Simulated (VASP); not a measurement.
# K2S (Fm-3m) in VASP: further runs, part 2 of 3

VASP 6.6.1. Earlier steps stand in the parts before.

### Step 4. Single point, revPBE (36.55 Å³/atom)

This run uses another cell than the first one, of 36.55 Å³/atom.

The input, INCAR:

```
PREC = Accurate
ENCUT = 500
EDIFF = 1E-6
ISMEAR = 0
SIGMA = 0.05
LREAL = False
LASPH = True
NELM = 120
ALGO = Normal
ISIF = 2
LWAVE = False
LCHARG = False
GGA = RE
NBANDS = 19
GGA_COMPAT = False
```

The input, KPOINTS:

```
Automatic mesh
0
Gamma
  6 6 6
```

The input, POSCAR:

```
K2S
1.0
    0.0000000000      3.7990244466      3.7990244466
    3.7990244466      0.0000000000      3.7990244466
    3.7990244466      3.7990244466      0.0000000000
K S
2 1
Direct
    0.2500000000      0.2500000000      0.2500000000
    0.7500000000      0.7500000000      0.7500000000
    0.0000000000      0.0000000000      0.0000000000
```

On the command line:

```console
cat potpaw_PBE.64/K_sv/POTCAR potpaw_PBE.64/S/POTCAR > POTCAR
mpirun -np 1 vasp_std > vasp.out
```

Wall time 82 s (1 thread of Intel Xeon 8259CL, shared host); peak memory 0.24 GiB.

The run converged. Its results:

```yaml
Free_energy: -8.8965 eV
Pressure: 0.0 GPa
Band_gap_on_the_k_mesh: 2.41 eV (least direct gap 2.54 eV)
```

Levels at points of the mesh, in eV from the valence-band top:
| k point | band 10 | band 11 | band 12 | band 13 | band 14 | band 15 |
| --- | --- | --- | --- | --- | --- | --- |
| (0.00, 0.00, 0.00) | -0.13 | -0.13 | -0.13 | 2.41 | 5.54 | 5.54 |
| (0.50, 0.00, 0.00) | -0.54 | -0.04 | -0.04 | 4.77 | 4.85 | 5.82 |
| (0.50, 0.50, 0.00) | -0.64 | 0.00 | 0.00 | 3.69 | 5.28 | 6.36 |

Caveat: the PAW data sets were made with another functional, which shifts forces and pressure a little.

### Step 5. Single point, RPBE (36.19 Å³/atom)

This run uses another cell than the first one, of 36.19 Å³/atom.

The input, INCAR:

```
ALGO     = Normal         # electronic algorithm
EDIFF    = 1E-6           # SCF threshold, eV
ENCUT    = 500            # plane-wave cutoff, eV
GGA      = RP             # functional
GGA_COMPAT= F            
ISIF     = 2              # what is computed and relaxed
ISMEAR   = 0              # smearing method
LASPH    = T              # aspherical terms in the spheres
LCHARG   = F              # write CHGCAR
LREAL    = F              # projectors in reciprocal space
LWAVE    = F              # write WAVECAR
NBANDS   = 19             # bands
NELM     = 120            # most SCF steps
PREC     = Accurate       # precision mode
SIGMA    = 0.05           # smearing width, eV
```

The input, KPOINTS:

```
k-points
0
Gamma
  6 6 6
```

The input, POSCAR:

```
K2S
1.0
    0.0000000000      3.7865665609      3.7865665609
    3.7865665609      0.0000000000      3.7865665609
    3.7865665609      3.7865665609      0.0000000000
K S
2 1
Direct
    0.2500000000      0.2500000000      0.2500000000
    0.7500000000      0.7500000000      0.7500000000
    0.0000000000      0.0000000000      0.0000000000
```

Potentials or basis: VASP PAW PBE potentials, release 64 (K_sv, S).

On the command line:

```console
cat potpaw_PBE.64/K_sv/POTCAR potpaw_PBE.64/S/POTCAR > POTCAR
mpirun -np 1 vasp_std > vasp.out
```

OUTCAR:

```text
EDIFF = 1E-6
   ENCUT = 500
   GGA = RP
   ISIF = 2
   ISMEAR = 0
   LASPH = T
   LREAL = F
   NELM = 120
   PREC = Accurate

 ion  position               nearest neighbor table
   1  0.250  0.250  0.250-   3 3.28   3 3.28   3 3.28   3 3.28   2 3.79   2 3.79   2 3.79   2 3.79
                             2 3.79   2 3.79
   2  0.750  0.750  0.750-   3 3.28   3 3.28   3 3.28   3 3.28   1 3.79   1 3.79   1 3.79   1 3.79
                             1 3.79   1 3.79
   3  0.000  0.000  0.000-   1 3.28   2 3.28   2 3.28   2 3.28   2 3.28   1 3.28   1 3.28   1 3.28

  LATTYP: Found a face centered cubic cell.
 ALAT       =     7.5731331218

  Lattice vectors:

 A1 = (   0.0000000000,   3.7865665609,   3.7865665609)
 A2 = (   3.7865665609,   0.0000000000,   3.7865665609)
 A3 = (   3.7865665609,   3.7865665609,   0.0000000000)

Analysis of symmetry for initial positions (statically):
=====================================================================
 Subroutine PRICEL returns:
 Original cell was already a primitive cell.

 Routine SETGRP: Setting up the symmetry group for a
 face centered cubic supercell.

 Subroutine GETGRP returns: Found 48 space group operations
 (whereof 48 operations were pure point group operations)
 out of a pool of 48 trial point group operations.

The static configuration has the point symmetry O_h .

Analysis of symmetry for dynamics (positions and initial velocities):
=====================================================================
 Subroutine PRICEL returns:
 Original cell was already a primitive cell.

 Routine SETGRP: Setting up the symmetry group for a
 face centered cubic supercell.

[... 109 lines left out ...]
   NUPDOWN=      -1.0000    fix difference up-down
   EMIN   =  10.00;   EMAX   =-10.00  energy-range for DOS
   EFERMI =   0.00;   METHOD = LEGACY
   ISMEAR =     0;   SIGMA  =   0.05  broadening in eV -4-tet -1-fermi 0-gaus
   EFERMI_NEDOS =   21; number of points for ismear=-14 and -15
   IALGO  =     38    algorithm
   IMIX   =      4    mixing-type and parameters
     AMIX     =   0.40;   BMIX     =  1.00
     AMIX_MAG =   1.60;   BMIX_MAG =  1.00
  volume/ion in A,a.u.               =      36.19       244.25
  Fermi-wavevector in a.u.,A,eV,Ry     =   0.989820  1.870489 13.330227  0.979744
  Thomas-Fermi vector in A             =   2.121446
   LORBIT       =      0    0 simple, 1 ext, 2 COOP (PROOUT), +10 PAW based schemes
   GGA     = RP    functional components
   LHFCALC =     F    Hartree Fock is set to
   AEXX    =    0.0000 exact exchange contribution
   IVDW    =     0    specifies the selected vdW correction
   LEPSILON=     F    determine dielectric tensor
   LRPA    =     F    only Hartree local field effects (RPA)
 non-spin polarized calculation
 Gauss-broadening in eV      SIGMA  =   0.05
  energy-cutoff  :      500.00
  volume of cell :      108.58
 maximum number of plane-waves:      2778
   NGX = 19   NGY = 19   NGZ = 19

 number of electron      24.0000005 magnetization

 Free energy of the ion-electron system (eV)
  ---------------------------------------------------
  ext. energy  EPLUGINS =         0.00000000
  ---------------------------------------------------
  free energy    TOTEN  =        -8.84984089 eV

  energy without entropy =       -8.84984089  energy(sigma->0) =       -8.84984089

 E-fermi :  -0.0915     XC(G=0):  -6.7792

 val. band max:       -0.3864866877   @ k =   0.5000   0.5000   0.0000
 cond. band min:       2.0715035884   @ k =   0.0000   0.0000   0.0000
 fundamental gap:      2.4579902761
 Fermi energy:        -0.0915018319

 k-point     1 :       0.0000    0.0000    0.0000
  band No.  band energies     occupation
      1     -29.8975      2.00000
      2     -29.8371      2.00000
      3     -13.4219      2.00000
      4     -13.4219      2.00000
      5     -13.4219      2.00000
      6     -13.2335      2.00000
[... 329 lines left out ...]
      6     -13.2725      2.00000
[... 11 lines left out ...]
     18       7.0619      0.00000
     19       7.1514      0.00000

------------------------ aborting loop because EDIFF is reached ----------------------------------------

  FORCE on cell =-STRESS in cart. coord.  units (eV):
  Direction    XX          YY          ZZ          XY          YZ          ZX
  --------------------------------------------------------------------------------------
  -------------------------------------------------------------------------------------
  Total        0.2359983      0.2359983      0.2359983     -0.0000000      0.0000000      0.0000000
  in kB        3.4821924      3.4821924      3.4821924     -0.0000000      0.0000000      0.0000000
  external PRESSURE =       3.4821924 kB  Pullay stress =       0.0000000 kB

 VOLUME and BASIS-vectors are now :
 -----------------------------------------------------------------------------
  energy-cutoff  :      500.00
  volume of cell :      108.58
      direct lattice vectors                 reciprocal lattice vectors
     0.000000000  3.786566561  3.786566561    -0.132045744  0.132045744  0.132045744
     3.786566561  0.000000000  3.786566561     0.132045744 -0.132045744  0.132045744
     3.786566561  3.786566561  0.000000000     0.132045744  0.132045744 -0.132045744

 POSITION                                       TOTAL-FORCE (eV/Angst)
 -----------------------------------------------------------------------------------
      1.89328      1.89328      1.89328         0.000000      0.000000      0.000000
      5.67985      5.67985      5.67985        -0.000000     -0.000000     -0.000000
      0.00000      0.00000      0.00000        -0.000000     -0.000000      0.000000
 -----------------------------------------------------------------------------------
    total drift:                               -0.000000     -0.000000      0.000000

  FREE ENERGIE OF THE ION-ELECTRON SYSTEM (eV)
  ---------------------------------------------------
  free  energy   TOTEN  =        -8.8498408893 eV

  energy  without entropy=       -8.8498408893  energy(sigma->0) =       -8.84984089
```

Wall time 66 s (1 thread of Intel Xeon 8259CL, shared host); peak memory 0.24 GiB.

What came out:

```yaml
Free_energy: -8.8498 eV
Pressure: 0.3 GPa
Band_gap_on_the_k_mesh: 2.46 eV (least direct gap 2.59 eV)
```

Levels at points of the mesh, in eV from the valence-band top:
```csv
k point,band 8,band 9,band 10,band 11,band 12,band 13,band 14,band 15,band 16,band 17
"(0.00, 0.00, 0.00)",-12.85,-9.55,-0.14,-0.14,-0.14,2.46,5.56,5.56,7.36,7.36
"(0.50, 0.00, 0.00)",-12.94,-9.41,-0.54,-0.04,-0.04,4.80,4.91,5.85,5.85,7.53
"(0.50, 0.50, 0.00)",-12.79,-9.37,-0.64,0.00,0.00,3.70,5.31,6.42,6.64,7.49
```

Caveat: the PAW data sets were made with another functional, which shifts forces and pressure a little. A k mesh can miss the band edges.

(Continued in part 3 of 3.)
